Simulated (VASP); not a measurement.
Here is a VASP 6.6.1 calculation.

INCAR

```
SYSTEM = AlN
PREC = Accurate ; ENCUT = 520
EDIFF = 1E-6 ; ISMEAR = 0
SIGMA = 0.05 ; LREAL = .False.
LASPH = .True. ; NELM = 100
ALGO = Normal ; ISIF = 2
LWAVE = .False. ; LCHARG = .False.
GGA = PE ; NBANDS = 11
```

File KPOINTS:

```
Automatic mesh
0
Gamma
  10 10 10
  0 0 0
```

File POSCAR:

```
AlN
1.0
    0.0000000000      2.0372270818      2.0372270818
    2.0372270818      0.0000000000      2.0372270818
    2.0372270818      2.0372270818      0.0000000000
Al N
1 1
Direct
    0.5000000000      0.5000000000      0.5000000000
    0.0000000000      0.0000000000      0.0000000000
```

Potentials or basis: VASP PAW PBE potentials, release 64 (Al, N).

The run is started by

```bash
$ cat potpaw_PBE.64/Al/POTCAR potpaw_PBE.64/N/POTCAR > POTCAR
$ mpirun -np 1 vasp_std > vasp.out
```

Question: What does it give for the band gap on the k mesh?

Answer: 4.39 eV, indirect (least direct gap 5.35 eV).

Question: What does it give for the pressure?

Answer: -1.0 GPa.

A k mesh can miss the band edges.
